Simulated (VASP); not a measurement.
Input of a VASP 6.6.1 run:

Contents of INCAR:

```
SYSTEM = NaCu31O16
PREC     = Accurate       ! precision mode
ENCUT    = 520            ! plane-wave cutoff, eV
EDIFF    = 1E-8           ! SCF threshold, eV
ISMEAR   = -1             ! smearing method
SIGMA    = 0.01           ! smearing width, eV
LREAL    = Auto         
LASPH    = .True.         ! aspherical terms in the spheres
NELM     = 100            ! most SCF steps
ALGO     = Normal         ! electronic algorithm
ISIF     = 2              ! what is computed and relaxed
LWAVE    = .False.        ! write WAVECAR
LCHARG   = .False.        ! write CHGCAR
GGA      = PE             ! functional
LEFG     = .True.       
NBANDS   = 252            ! bands
LUSENCCL = .False.
```

KPOINTS

```
Automatic mesh
0
Gamma
  2 2 2
  0 0 0
```

POSCAR

```
NaCu31O16
1.0
    8.5200000000      0.0000000000      0.0000000000
    0.0000000000      8.5200000000      0.0000000000
    0.0000000000      0.0000000000      8.5200000000
Na Cu O
1 31 16
Direct
    0.1250000000      0.1250000000      0.1250000000
    0.1250000000      0.1250000000      0.6250000000
    0.1250000000      0.6250000000      0.1250000000
    0.1250000000      0.6250000000      0.6250000000
    0.6250000000      0.1250000000      0.1250000000
    0.6250000000      0.1250000000      0.6250000000
    0.6250000000      0.6250000000      0.1250000000
    0.6250000000      0.6250000000      0.6250000000
    0.1250000000      0.3750000000      0.3750000000
    0.1250000000      0.3750000000      0.8750000000
    0.1250000000      0.8750000000      0.3750000000
    0.1250000000      0.8750000000      0.8750000000
    0.6250000000      0.3750000000      0.3750000000
    0.6250000000      0.3750000000      0.8750000000
    0.6250000000      0.8750000000      0.3750000000
    0.6250000000      0.8750000000      0.8750000000
    0.3750000000      0.3750000000      0.1250000000
    0.3750000000      0.3750000000      0.6250000000
    0.3750000000      0.8750000000      0.1250000000
    0.3750000000      0.8750000000      0.6250000000
    0.8750000000      0.3750000000      0.1250000000
    0.8750000000      0.3750000000      0.6250000000
    0.8750000000      0.8750000000      0.1250000000
    0.8750000000      0.8750000000      0.6250000000
    0.3750000000      0.1250000000      0.3750000000
    0.3750000000      0.1250000000      0.8750000000
    0.3750000000      0.6250000000      0.3750000000
    0.3750000000      0.6250000000      0.8750000000
    0.8750000000      0.1250000000      0.3750000000
    0.8750000000      0.1250000000      0.8750000000
    0.8750000000      0.6250000000      0.3750000000
    0.8750000000      0.6250000000      0.8750000000
    0.0000000000      0.0000000000      0.0000000000
    0.0000000000      0.0000000000      0.5000000000
    0.0000000000      0.5000000000      0.0000000000
    0.0000000000      0.5000000000      0.5000000000
    0.5000000000      0.0000000000      0.0000000000
    0.5000000000      0.0000000000      0.5000000000
    0.5000000000      0.5000000000      0.0000000000
    0.5000000000      0.5000000000      0.5000000000
    0.2500000000      0.2500000000      0.2500000000
    0.2500000000      0.2500000000      0.7500000000
    0.2500000000      0.7500000000      0.2500000000
    0.2500000000      0.7500000000      0.7500000000
    0.7500000000      0.2500000000      0.2500000000
    0.7500000000      0.2500000000      0.7500000000
    0.7500000000      0.7500000000      0.2500000000
    0.7500000000      0.7500000000      0.7500000000
```

Potentials or basis: VASP PAW PBE potentials, release 64 (Na_pv, Cu, O).

Run with:

```console
$ cat potpaw_PBE.64/Na_pv/POTCAR potpaw_PBE.64/Cu/POTCAR potpaw_PBE.64/O/POTCAR > POTCAR
$ mpirun -np 1 vasp_std > vasp.out
```

(1) Predict the band gap on the k mesh.

(2) Predict the pressure.

(3) Predict the largest force.

Answers

(1) 0.60 eV.

(2) 5.3 GPa.

(3) 3.271 eV/Å.

Caveat: without QUAD_EFG the Cq values of the log hold for a quadrupole moment of 1 mb, not for the nuclei.
